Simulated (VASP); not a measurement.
# Ag (Im-3m) in VASP: single point with PBEsol

Aim: the single point of Ag with PBEsol.

All numbers are computed with VASP 6.6.1; they aren't measurements. Logs are shortened: lines on timing, memory, paths and dates and some standing lists are left out, and cuts for length are marked.

**1. The cell of the first run**

Symmetry: Im-3m, No. 229, cubic system. Conventional cell: a = 3.311 Å, b = 3.311 Å, c = 3.311 Å, α = 90.00°, β = 90.00°, γ = 90.00°. Within 3.8 Å of Ag (site symmetry m-3m) lie 14 Ag at 2.87 to 3.31 Å.

**2. Single point, PBEsol**

File INCAR:

```
SYSTEM = Ag
PREC = Accurate ; ENCUT = 520
EDIFF = 1E-6 ; ISMEAR = 1
SIGMA = 0.01 ; LREAL = .FALSE.
LASPH = .TRUE. ; NELM = 60
ALGO = Normal ; ISIF = 2
LWAVE = .FALSE. ; LCHARG = .FALSE.
GGA = PS ; NBANDS = 12
```

File KPOINTS:

```
Automatic mesh
0
G
  5 5 5
  0 0 0
```

File POSCAR:

```
Ag
1.0
   -1.6556500000      1.6556500000      1.6556500000
    1.6556500000     -1.6556500000      1.6556500000
    1.6556500000      1.6556500000     -1.6556500000
Ag
1
Direct
    0.0000000000      0.0000000000      0.0000000000
```

Potentials or basis: VASP PAW PBE potentials, release 64 (Ag).

On the command line:

```console
$ cat potpaw_PBE.64/Ag/POTCAR > POTCAR
$ mpirun -np 1 vasp_std > vasp.out
```

OUTCAR:

```text
SYSTEM = Ag
   PREC = Accurate
   ENCUT = 520
   EDIFF = 1E-6
   ISMEAR = 1
   LREAL = .FALSE.
   LASPH = .TRUE.
   NELM = 60
   ISIF = 2
   GGA = PS

 ion  position               nearest neighbor table
   1  0.000  0.000  0.000-

  LATTYP: Found a body centered cubic cell.
 ALAT       =     3.3113000000

  Lattice vectors:

 A1 = (  -1.6556500000,   1.6556500000,   1.6556500000)
 A2 = (   1.6556500000,  -1.6556500000,   1.6556500000)
 A3 = (   1.6556500000,   1.6556500000,  -1.6556500000)

Analysis of symmetry for initial positions (statically):
=====================================================================
 Subroutine PRICEL returns:
 Original cell was already a primitive cell.

 Routine SETGRP: Setting up the symmetry group for a
 body centered cubic supercell.

 Subroutine GETGRP returns: Found 48 space group operations
 (whereof 48 operations were pure point group operations)
 out of a pool of 48 trial point group operations.

The static configuration has the point symmetry O_h .

Analysis of symmetry for dynamics (positions and initial velocities):
=====================================================================
 Subroutine PRICEL returns:
 Original cell was already a primitive cell.

 Routine SETGRP: Setting up the symmetry group for a
 body centered cubic supercell.

 Subroutine GETGRP returns: Found 48 space group operations
 (whereof 48 operations were pure point group operations)
 out of a pool of 48 trial point group operations.

The dynamic configuration has the point symmetry O_h .

 Subroutine INISYM returns: Found 48 space group operations
 (whereof 48 operations are pure point group operations),
 and found     1 'primitive' translations

----------------------------------------------------------------------------------------

                                     Primitive cell

  volume of cell :      18.1537

  direct lattice vectors                    reciprocal lattice vectors
    -1.655650000  1.655650000  1.655650000     0.000000000  0.301996195  0.301996195
     1.655650000 -1.655650000  1.655650000     0.301996195  0.000000000  0.301996195
     1.655650000  1.655650000 -1.655650000     0.301996195  0.301996195  0.000000000

  length of vectors
     2.867669920  2.867669920  2.867669920     0.427087115  0.427087115  0.427087115

  position of ions in fractional coordinates (direct lattice)
[... 67 lines left out ...]
   NFREE  =      0    steps in history (QN), initial steepest desc. (CG)
   ISIF   =      2    stress and relaxation
   ISYM   =      2    0-nonsym 1-usesym 2-fastsym
   POTIM  = 0.5000    time-step for ionic-motion
   TEBEG  =    0.0;   TEEND  =   0.0 temperature during run
   PSTRESS=    0.0 pullay stress
   NELECT =      11.0000    total number of electrons
   NUPDOWN=      -1.0000    fix difference up-down
   EMIN   =  10.00;   EMAX   =-10.00  energy-range for DOS
   EFERMI =   0.00;   METHOD = LEGACY
   ISMEAR =     1;   SIGMA  =   0.01  broadening in eV -4-tet -1-fermi 0-gaus
   EFERMI_NEDOS =   21; number of points for ismear=-14 and -15
   IALGO  =     38    algorithm
   IMIX   =      4    mixing-type and parameters
     AMIX     =   0.40;   BMIX     =  1.00
     AMIX_MAG =   1.60;   BMIX_MAG =  1.00
  volume/ion in A,a.u.               =      18.15       122.51
  Fermi-wavevector in a.u.,A,eV,Ry     =   1.385321  2.617878 26.111148  1.919115
  Thomas-Fermi vector in A             =   2.509742
   LORBIT       =      0    0 simple, 1 ext, 2 COOP (PROOUT), +10 PAW based schemes
   GGA     = PS    functional components
   LHFCALC =     F    Hartree Fock is set to
   AEXX    =    0.0000 exact exchange contribution
   IVDW    =     0    specifies the selected vdW correction
   LEPSILON=     F    determine dielectric tensor
   LRPA    =     F    only Hartree local field effects (RPA)
 non-spin polarized calculation
 Methfessel and Paxton  Order N= 1 SIGMA  =   0.01
  energy-cutoff  :      520.00
  volume of cell :       18.15
 maximum number of plane-waves:       497
 NGX is ok and might be reduce to    24
   NGX = 11   NGY = 11   NGZ = 11

 number of electron      11.0000001 magnetization

 Free energy of the ion-electron system (eV)
  ---------------------------------------------------
  ext. energy  EPLUGINS =         0.00000000
  ---------------------------------------------------
  free energy    TOTEN  =        -3.24734999 eV

  energy without entropy =       -3.24688926  energy(sigma->0) =       -3.24719641

 E-fermi :   7.6483     XC(G=0): -12.0429

 val. band max:        5.8317790213   @ k =   0.4000   0.0000   0.0000
 cond. band min:       7.6505836258   @ k =  -0.4000   0.4000   0.2000
 fundamental gap:      1.8188046045
 Fermi energy:         7.6483036272

 k-point     1 :       0.0000    0.0000    0.0000
  band No.  band energies     occupation
      1       0.0200      2.00000
      2       2.7254      2.00000
      3       2.7254      2.00000
      4       2.7254      2.00000
      5       3.9394      2.00000
      6       3.9394      2.00000
      7      25.1035      0.00000
      8      25.1035      0.00000
      9      25.1035      0.00000
     10      30.4538      0.00000
     11      30.4538      0.00000
     12      30.4538      0.00000
[... 121 lines left out ...]
 k-point    10 :      -0.4000    0.4000    0.4000
  band No.  band energies     occupation
      1       1.6592      2.00000
      2       1.7310      2.00000
      3       4.2147      2.00000
      4       4.2147      2.00000
      5       4.4328      2.00000
      6      10.9540      0.00000
      7      15.2223      0.00000
      8      15.2223      0.00000
      9      19.7125      0.00000
     10      20.4775      0.00000
     11      23.8303      0.00000
     12      33.6436      0.00000

------------------------ aborting loop because EDIFF is reached ----------------------------------------

  FORCE on cell =-STRESS in cart. coord.  units (eV):
  Direction    XX          YY          ZZ          XY          YZ          ZX
  --------------------------------------------------------------------------------------
  -------------------------------------------------------------------------------------
  Total       -0.8855734     -0.8855734     -0.8855734      0.0000000      0.0000000     -0.0000000
  in kB      -78.1572978    -78.1572978    -78.1572978      0.0000000      0.0000000     -0.0000000
  external PRESSURE =     -78.1572978 kB  Pullay stress =       0.0000000 kB

 VOLUME and BASIS-vectors are now :
 -----------------------------------------------------------------------------
  energy-cutoff  :      520.00
  volume of cell :       18.15
      direct lattice vectors                 reciprocal lattice vectors
    -1.655650000  1.655650000  1.655650000     0.000000000  0.301996195  0.301996195
     1.655650000 -1.655650000  1.655650000     0.301996195  0.000000000  0.301996195
     1.655650000  1.655650000 -1.655650000     0.301996195  0.301996195  0.000000000

 POSITION                                       TOTAL-FORCE (eV/Angst)
 -----------------------------------------------------------------------------------
      0.00000      0.00000      0.00000         0.000000      0.000000      0.000000
 -----------------------------------------------------------------------------------
    total drift:                               -0.000000      0.000000      0.000000

  FREE ENERGIE OF THE ION-ELECTRON SYSTEM (eV)
  ---------------------------------------------------
  free  energy   TOTEN  =        -3.2473499885 eV

  energy  without entropy=       -3.2468892617  energy(sigma->0) =       -3.24719641
```

OSZICAR:

```text
N       E                     dE             d eps       ncg     rms          rms(c)
DAV:   1     0.539005606931E+02    0.53901E+02   -0.53641E+03   240   0.809E+02
DAV:   2    -0.264946812058E+01   -0.56550E+02   -0.53776E+02   268   0.194E+02
DAV:   3    -0.357078198956E+01   -0.92131E+00   -0.92098E+00   284   0.268E+01
DAV:   4    -0.357306633823E+01   -0.22843E-02   -0.22843E-02   264   0.139E+00
DAV:   5    -0.357308328989E+01   -0.16952E-04   -0.16952E-04   276   0.111E-01    0.472E+00
DAV:   6    -0.325822776392E+01    0.31486E+00   -0.13334E+00   256   0.100E+01    0.288E+00
DAV:   7    -0.325070826498E+01    0.75195E-02   -0.75398E-03   272   0.815E-01    0.168E+00
DAV:   8    -0.324734024114E+01    0.33680E-02   -0.70488E-04   276   0.193E-01    0.781E-02
DAV:   9    -0.324734783495E+01   -0.75938E-05   -0.10186E-05   260   0.227E-02    0.164E-02
DAV:  10    -0.324735014708E+01   -0.23121E-05   -0.24120E-06   288   0.138E-02    0.312E-03
DAV:  11    -0.324734998853E+01    0.15855E-06   -0.62782E-08   148   0.202E-03
   1 F= -.32473500E+01 E0= -.32471964E+01  d E =-.460727E-03
```

It took 1.7 s on 1 thread of Intel Xeon 6975P-C (Granite Rapids), shared host; peak memory 0.13 GiB.

What came out:

```yaml
Free_energy: -3.2473 eV
Pressure: -7.8 GPa
```

Caveat: the k points lie up to 0.54 Å⁻¹ apart; the PAW data sets were made with another functional, which shifts forces and pressure a little.
